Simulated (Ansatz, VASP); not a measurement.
**One calculation of SrAl2O2, two programs**

The input INCAR:

```
SYSTEM = SrAl2O2
PREC     = Accurate       ! precision mode
ENCUT    = 520            ! plane-wave cutoff, eV
EDIFF    = 1E-6           ! SCF threshold, eV
ISMEAR   = 0              ! smearing method
SIGMA    = 0.1            ! smearing width, eV
LREAL    = .False.        ! projectors in reciprocal space
LASPH    = .True.         ! aspherical terms in the spheres
NELM     = 100            ! most SCF steps
ALGO     = Normal         ! electronic algorithm
ISIF     = 2              ! what is computed and relaxed
LWAVE    = .False.        ! write WAVECAR
LCHARG   = .True.         ! write CHGCAR
GGA      = PE             ! functional
LELF     = .True.         ! ELF
LVHAR    = .True.       
NBANDS   = 22             ! bands
```

KPOINTS

```
regular mesh
0
Gamma
  6 6 4
  0 0 0
```

File POSCAR:

```
SrAl2O2
1.0
    4.2670147700      0.0000000000      0.0000000000
   -2.1335073900      3.6953431900      0.0000000000
    0.0000000000      0.0000000000      6.2354244700
Sr Al O
1 2 2
Direct
    0.0000000000      0.0000000000      0.5000000000
    0.3333333300      0.6666666700      0.7144747000
    0.6666666700      0.3333333300      0.2855253000
    0.3333333300      0.6666666700      0.1269870100
    0.6666666700      0.3333333300      0.8730129900
```

Input for Ansatz:

```yaml
crystal:
  lattice:
    - [4.26701477, 0.0, 0.0]
    - [-2.13350739, 3.69534319, 0.0]
    - [0.0, 0.0, 6.23542447]
  atoms:
    - { symbol: Sr, position: [0.0, 0.0, 0.5] }
    - { symbol: Al, position: [0.33333333, 0.66666667, 0.7144747] }
    - { symbol: Al, position: [0.66666667, 0.33333333, 0.2855253] }
    - { symbol: O, position: [0.33333333, 0.66666667, 0.12698701] }
    - { symbol: O, position: [0.66666667, 0.33333333, 0.87301299] }
basis:
  ecutwfc: 420
kpoints:
  mp_grid: { grid: [6, 6, 4] }
hamiltonian:
  xc: pbe
scf:
  occupations: { method: gaussian, width: 0.1 }
  lower_state_search: "off"
output:
  forces: true
  stress: true
  eigenvalues: true
```

Alike in both runs: task single point; functional PBE; k mesh 6 × 6 × 4; occupations gaussian, width 0.1 eV; no spin polarisation.

```csv
,VASP,Ansatz
version,VASP 6.6.1,Ansatz 0.2.0
potentials or method,"VASP PAW PBE potentials, release 64 (Sr_sv, Al, O), cutoff 520 eV","scalar-relativistic, plane waves, PAW"
valence electrons in the cell,28,28
```

|  | VASP | Ansatz | Ansatz less VASP |
| --- | --- | --- | --- |
| gap on the k mesh at the Fermi level (eV) | none | none | - |
| pressure (GPa) | -4.2 | -4.2 | -0.02 |
| traceless stress, the component that is largest in VASP (GPa) | -8.67 | -8.62 | +0.041 |
| rms of the force components (eV/Å) | 2.110 | 2.108 | -0.0018 |

Atom by atom the forces differ by 0.003 eV/Å (rms over components). A gap of «none» marks a metal or a gap that the smearing closes.
